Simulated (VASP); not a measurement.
# CuI (F-43m) in VASP: further runs

CuI is run at these levels: PBE, PBEsol, LDA; tasks: single point, relaxation of cell and atoms.

All numbers are computed with VASP 6.6.1; they aren't measurements. Logs are shortened: lines on timing, memory, paths and dates and some standing lists are left out, and cuts for length are marked.

### Step 1. The cell of the first run

The structure is cubic, space group F-43m (No. 216). Conventional cell: a = 6.063 Å, b = 6.063 Å, c = 6.063 Å, α = 90.00°, β = 90.00°, γ = 90.00°. I (site symmetry -43m) has 4 Cu at 2.63 Å within 3.5 Å. Cu (site symmetry -43m) has 4 I at 2.63 Å within 3.5 Å.

### Step 2. Single point, PBE

File INCAR:

```
SYSTEM = CuI
  PREC = Accurate
  ENCUT = 520
  EDIFF = 1E-6
  ISMEAR = 0
  SIGMA = 0.028999999999999998
  LREAL = .FALSE.
  LASPH = .TRUE.
  NELM = 60
  ALGO = Normal
  ISIF = 2
  LWAVE = .FALSE.
  LCHARG = .FALSE.
  GGA = PE
  NBANDS = 16
```

File KPOINTS:

```
regular mesh
0
G
  8 8 8
  0 0 0
```

File POSCAR:

```
CuI
1.0
    0.0000000000      3.0315000000      3.0315000000
    3.0315000000      0.0000000000      3.0315000000
    3.0315000000      3.0315000000      0.0000000000
I Cu
1 1
Direct
    0.0000000000      0.0000000000      0.0000000000
    0.7500000000      0.7500000000      0.7500000000
```

Potentials or basis: VASP PAW PBE potentials, release 64 (I, Cu).

Launch:

```bash
cat potpaw_PBE.64/I/POTCAR potpaw_PBE.64/Cu/POTCAR > POTCAR
mpirun -np 1 vasp_std > vasp.out
```

OUTCAR:

```text
SYSTEM = CuI
   PREC = Accurate
   ENCUT = 520
   EDIFF = 1E-6
   ISMEAR = 0
   LREAL = .FALSE.
   LASPH = .TRUE.
   NELM = 60
   ISIF = 2
   GGA = PE

 ion  position               nearest neighbor table
   1  0.000  0.000  0.000-   2 2.63   2 2.63   2 2.63   2 2.63
   2  0.750  0.750  0.750-   1 2.63   1 2.63   1 2.63   1 2.63

  LATTYP: Found a face centered cubic cell.
 ALAT       =     6.0630000000

  Lattice vectors:

 A1 = (   0.0000000000,   3.0315000000,   3.0315000000)
 A2 = (   3.0315000000,   0.0000000000,   3.0315000000)
 A3 = (   3.0315000000,   3.0315000000,   0.0000000000)

Analysis of symmetry for initial positions (statically):
=====================================================================
 Subroutine PRICEL returns:
 Original cell was already a primitive cell.

 Routine SETGRP: Setting up the symmetry group for a
 face centered cubic supercell.

 Subroutine GETGRP returns: Found 24 space group operations
 (whereof 24 operations were pure point group operations)
 out of a pool of 48 trial point group operations.

The static configuration has the point symmetry T_d .

Analysis of symmetry for dynamics (positions and initial velocities):
=====================================================================
 Subroutine PRICEL returns:
 Original cell was already a primitive cell.

 Routine SETGRP: Setting up the symmetry group for a
 face centered cubic supercell.

 Subroutine GETGRP returns: Found 24 space group operations
 (whereof 24 operations were pure point group operations)
 out of a pool of 48 trial point group operations.

The dynamic configuration has the point symmetry T_d .

 Subroutine INISYM returns: Found 24 space group operations
 (whereof 24 operations are pure point group operations),
 and found     1 'primitive' translations

----------------------------------------------------------------------------------------

                                     Primitive cell

  volume of cell :      55.7189

  direct lattice vectors                    reciprocal lattice vectors
     0.000000000  3.031500000  3.031500000    -0.164934851  0.164934851  0.164934851
     3.031500000  0.000000000  3.031500000     0.164934851 -0.164934851  0.164934851
     3.031500000  3.031500000  0.000000000     0.164934851  0.164934851 -0.164934851

  length of vectors
     4.287188414  4.287188414  4.287188414     0.285675541  0.285675541  0.285675541

  position of ions in fractional coordinates (direct lattice)
     0.000000000  0.000000000  0.000000000
     0.750000000  0.750000000  0.750000000

  ion indices of the primitive-cell ions
   primitive index   ion index
                 1           1
                 2           2

----------------------------------------------------------------------------------------

 KPOINTS: regular mesh

Automatic generation of k-mesh.
 Grid dimensions read from file:
 generate k-points for:    8    8    8

 Generating k-lattice:

  Cartesian coordinates                     Fractional coordinates (reciprocal lattice)
    -0.020616856  0.020616856  0.020616856     0.125000000  0.000000000  0.000000000
     0.020616856 -0.020616856  0.020616856     0.000000000  0.125000000  0.000000000
     0.020616856  0.020616856 -0.020616856     0.000000000  0.000000000  0.125000000

  Length of vectors
     0.035709443  0.035709443  0.035709443

  Shift w.r.t. Gamma in fractional coordinates (k-lattice)
     0.000000000  0.000000000  0.000000000

 Subroutine IBZKPT returns following result:
 ===========================================

 Found     29 irreducible k-points:

 Following reciprocal coordinates:
            Coordinates               Weight
  0.000000  0.000000  0.000000      1.000000
  0.125000  0.000000  0.000000      8.000000
  0.250000  0.000000  0.000000      8.000000
  0.375000  0.000000  0.000000      8.000000
  0.500000  0.000000  0.000000      4.000000
  0.125000  0.125000  0.000000      6.000000
[... 16 lines left out ...]
  0.500000  0.250000  0.125000     48.000000
 -0.375000  0.250000  0.125000     24.000000
 [... further k-points ...]
   k-points           NKPTS =     29   k-points in BZ     NKDIM =     29   number of bands    NBANDS=     16
   number of dos      NEDOS =    301   number of ions     NIONS =      2
   total plane-waves  NPLWV =  32768
   dimension x,y,z NGX =    32 NGY =   32 NGZ =   32
   dimension x,y,z NGXF=    64 NGYF=   64 NGZF=   64
   ions per type =               1   1
   NGX,Y,Z   is equivalent  to a cutoff of  12.41, 12.41, 12.41 a.u.
   NGXF,Y,Z  is equivalent  to a cutoff of  24.82, 24.82, 24.82 a.u.
 SYSTEM =  CuI
   PREC   = accura    normal or accurate (medium, high low for compatibility)
   ISTART =      0    job   : 0-new  1-cont  2-samecut
   ICHARG =      2    charge: 1-file 2-atom 10-const
   ISPIN  =      1    spin polarized calculation?
   LNONCOLLINEAR =      F non collinear calculations
   LSORBIT =      F    spin-orbit coupling
   LASPH  =      T    aspherical Exc in radial PAW
   ENCUT  =  520.0 eV  38.22 Ry    6.18 a.u.   7.97  7.97  7.97*2*pi/ulx,y,z
   NELM   =     60;   NELMIN=  2; NELMDL= -5     # of ELM steps
   EDIFF  = 0.1E-05   stopping-criterion for ELM
   LREAL  =      F    real-space projection
   EDIFFG = 0.1E-04   stopping-criterion for IOM
   NSW    =      0    number of steps for IOM
   IBRION =     -1    ionic relax: 0-MD 1-quasi-New 2-CG
   NFREE  =      0    steps in history (QN), initial steepest desc. (CG)
   ISIF   =      2    stress and relaxation
   ISYM   =      2    0-nonsym 1-usesym 2-fastsym
   POTIM  = 0.5000    time-step for ionic-motion
   TEBEG  =    0.0;   TEEND  =   0.0 temperature during run
   PSTRESS=    0.0 pullay stress
   NELECT =      18.0000    total number of electrons
   NUPDOWN=      -1.0000    fix difference up-down
   EMIN   =  10.00;   EMAX   =-10.00  energy-range for DOS
   EFERMI =   0.00;   METHOD = LEGACY
   ISMEAR =     0;   SIGMA  =   0.03  broadening in eV -4-tet -1-fermi 0-gaus
   EFERMI_NEDOS =   21; number of points for ismear=-14 and -15
   IALGO  =     38    algorithm
   IMIX   =      4    mixing-type and parameters
     AMIX     =   0.40;   BMIX     =  1.00
     AMIX_MAG =   1.60;   BMIX_MAG =  1.00
  volume/ion in A,a.u.               =      27.86       188.00
  Fermi-wavevector in a.u.,A,eV,Ry     =   1.123306  2.122741 17.168055  1.261816
  Thomas-Fermi vector in A             =   2.259971
   LORBIT       =      0    0 simple, 1 ext, 2 COOP (PROOUT), +10 PAW based schemes
   GGA     = PE    functional components
   LHFCALC =     F    Hartree Fock is set to
   AEXX    =    0.0000 exact exchange contribution
   IVDW    =     0    specifies the selected vdW correction
   LEPSILON=     F    determine dielectric tensor
   LRPA    =     F    only Hartree local field effects (RPA)
 non-spin polarized calculation
 Gauss-broadening in eV      SIGMA  =   0.03
  energy-cutoff  :      520.00
  volume of cell :       55.72
 maximum number of plane-waves:      1524
   NGX = 15   NGY = 15   NGZ = 15

 number of electron      18.0000014 magnetization

 Free energy of the ion-electron system (eV)
  ---------------------------------------------------
  ext. energy  EPLUGINS =         0.00000000
  ---------------------------------------------------
  free energy    TOTEN  =        -5.56198107 eV

  energy without entropy =       -5.56198107  energy(sigma->0) =       -5.56198107

 E-fermi :   4.5501     XC(G=0):  -8.9377

 val. band max:        4.4282256742   @ k =   0.0000   0.0000   0.0000
 cond. band min:       5.5729007915   @ k =   0.0000   0.0000   0.0000
 fundamental gap:      1.1446751173
 Fermi energy:         4.5501372331

 k-point     1 :       0.0000    0.0000    0.0000
  band No.  band energies     occupation
      1      -9.5790      2.00000
      2       0.7908      2.00000
      3       0.7908      2.00000
      4       0.7908      2.00000
      5       2.5760      2.00000
      6       2.5760      2.00000
[... 8 lines left out ...]
     15      14.0077      0.00000
     16      14.0077      0.00000

 k-point     2 :       0.1250    0.0000    0.0000
  band No.  band energies     occupation
      1      -9.5066      2.00000
      2       0.4955      2.00000
      3       0.7965      2.00000
      4       0.7965      2.00000
      5       2.5699      2.00000
      6       2.5699      2.00000
[... 8 lines left out ...]
     15      13.3519      0.00000
     16      13.3637      0.00000

 k-point     3 :       0.2500    0.0000    0.0000
  band No.  band energies     occupation
      1      -9.3212      2.00000
      2      -0.2042      2.00000
      3       0.8072      2.00000
      4       0.8072      2.00000
      5       2.5669      2.00000
      6       2.5669      2.00000
[... 8 lines left out ...]
     15      13.1509      0.00000
     16      13.3521      0.00000

 k-point     4 :       0.3750    0.0000    0.0000
  band No.  band energies     occupation
      1      -9.1179      2.00000
      2      -0.8780      2.00000
      3       0.8130      2.00000
      4       0.8130      2.00000
      5       2.5864      2.00000
      6       2.5864      2.00000
[... 8 lines left out ...]
     15      14.0654      0.00000
     16      14.0654      0.00000
[... 324 lines left out ...]
 k-point    22 :       0.3750    0.2500    0.1250
  band No.  band energies     occupation
      1      -9.1774      2.00000
      2      -0.4052      2.00000
      3       0.5748      2.00000
      4       0.7920      2.00000
      5       2.5070      2.00000
      6       2.6129      2.00000
[... 8 lines left out ...]
     15      14.7020      0.00000
     16      15.7503      0.00000

 k-point    23 :       0.5000    0.2500    0.1250
  band No.  band energies     occupation
      1      -9.0086      2.00000
      2      -0.7457      2.00000
      3       0.3507      2.00000
      4       0.7778      2.00000
      5       2.5298      2.00000
      6       2.5912      2.00000
[... 8 lines left out ...]
     15      15.0736      0.00000
     16      15.9055      0.00000

 k-point    24 :      -0.3750    0.2500    0.1250
  band No.  band energies     occupation
      1      -8.9346      2.00000
      2      -0.8906      2.00000
      3       0.2532      2.00000
      4       0.7648      2.00000
      5       2.5123      2.00000
      6       2.5873      2.00000
[... 8 lines left out ...]
     15      15.1779      0.00000
     16      15.7345      0.00000

 [... further k-points ...]

------------------------ aborting loop because EDIFF is reached ----------------------------------------

  FORCE on cell =-STRESS in cart. coord.  units (eV):
  Direction    XX          YY          ZZ          XY          YZ          ZX
  --------------------------------------------------------------------------------------
  -------------------------------------------------------------------------------------
  Total        0.2393335      0.2393335      0.2393335      0.0000000     -0.0000000      0.0000000
  in kB        6.8819490      6.8819490      6.8819490      0.0000000     -0.0000000      0.0000000
  external PRESSURE =       6.8819490 kB  Pullay stress =       0.0000000 kB

 VOLUME and BASIS-vectors are now :
 -----------------------------------------------------------------------------
  energy-cutoff  :      520.00
  volume of cell :       55.72
      direct lattice vectors                 reciprocal lattice vectors
     0.000000000  3.031500000  3.031500000    -0.164934851  0.164934851  0.164934851
     3.031500000  0.000000000  3.031500000     0.164934851 -0.164934851  0.164934851
     3.031500000  3.031500000  0.000000000     0.164934851  0.164934851 -0.164934851

 POSITION                                       TOTAL-FORCE (eV/Angst)
 -----------------------------------------------------------------------------------
      0.00000      0.00000      0.00000        -0.000000     -0.000000     -0.000000
      4.54725      4.54725      4.54725         0.000000      0.000000      0.000000
 -----------------------------------------------------------------------------------
    total drift:                               -0.000001     -0.000001     -0.000000

  FREE ENERGIE OF THE ION-ELECTRON SYSTEM (eV)
  ---------------------------------------------------
  free  energy   TOTEN  =        -5.5619810735 eV

  energy  without entropy=       -5.5619810735  energy(sigma->0) =       -5.56198107
```

Wall time 8.5 s (1 thread of Intel Xeon 6975P-C (Granite Rapids), shared host); peak memory 0.18 GiB.

What came out:

```
Free energy            : -5.5620 eV
Pressure               : 0.7 GPa
Band gap on the k mesh : 1.14 eV
```

Levels at points of the mesh, in eV from the valence-band top:
```
           k point  band 5  band 6  band 7  band 8  band 9  band 10  band 11  band 12  band 13  band 14
(0.00, 0.00, 0.00)   -1.85   -1.85    0.00    0.00    0.00     1.14     4.87     4.87     4.87     8.18
(0.50, 0.00, 0.00)   -1.82   -1.82   -1.78   -0.71   -0.71     2.16     5.41     5.41     7.41     9.12
(0.50, 0.50, 0.00)   -1.88   -1.79   -1.77   -1.50   -1.50     2.72     2.91     9.19     9.76     9.76
```

Caveat: spin-orbit coupling is left out, which moves the levels of the heavy elements. PBE gaps usually lie below the measured ones, often by a third to a half.

(Continued in part 2 of 2.)
